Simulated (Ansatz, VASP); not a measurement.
# Two plane-wave programs on Al2O3

```
Al O
1.0
     2.40435    1.38815    4.59321
    -2.40435    1.38815    4.59321
     0.00000   -2.77631    4.59321
Al O
4 6
Cartesian
  0.0000 0.0000 11.7423
  0.0000 0.0000 8.9272
  0.0000 0.0000 2.0373
  0.0000 0.0000 4.8525
  -0.9320 -1.3882 5.7415
  1.6682 -0.1131 5.7415
  -0.7362 1.5012 5.7415
  0.9320 1.3882 8.0381
  -1.6682 0.1131 8.0381
  0.7362 -1.5012 8.0381
```

Change from the starting cell: strain +0.000 along x and y, +0.050 along z, atoms carried along.

Alike in both runs: task single point; functional PBE; k mesh 6 × 6 × 6; occupations gaussian, width 0.05 eV; no spin polarisation.

|  | VASP | Ansatz |
| --- | --- | --- |
| version | VASP 6.6.1 | Ansatz 0.2.0 |
| potentials or method | VASP PAW PBE potentials, release 64 (Al, O), cutoff 520 eV | scalar-relativistic, plane waves, PAW |
| valence electrons in the cell | 48 | 48 |

|  | VASP | Ansatz | Ansatz less VASP |
| --- | --- | --- | --- |
| gap on the k mesh at the Fermi level (eV) | 5.11 | 5.11 | +0.006 |
| least direct gap on the mesh (eV) | 5.11 | 5.11 | +0.006 |
| pressure (GPa) | -9.7 | -9.6 | +0.16 |
| traceless stress, the component that is largest in VASP (GPa) | -11.66 | -11.62 | +0.035 |
| rms of the force components (eV/Å) | 0.072 | 0.073 | +0.0008 |

Atom by atom the forces differ by 0.001 eV/Å (rms over components).
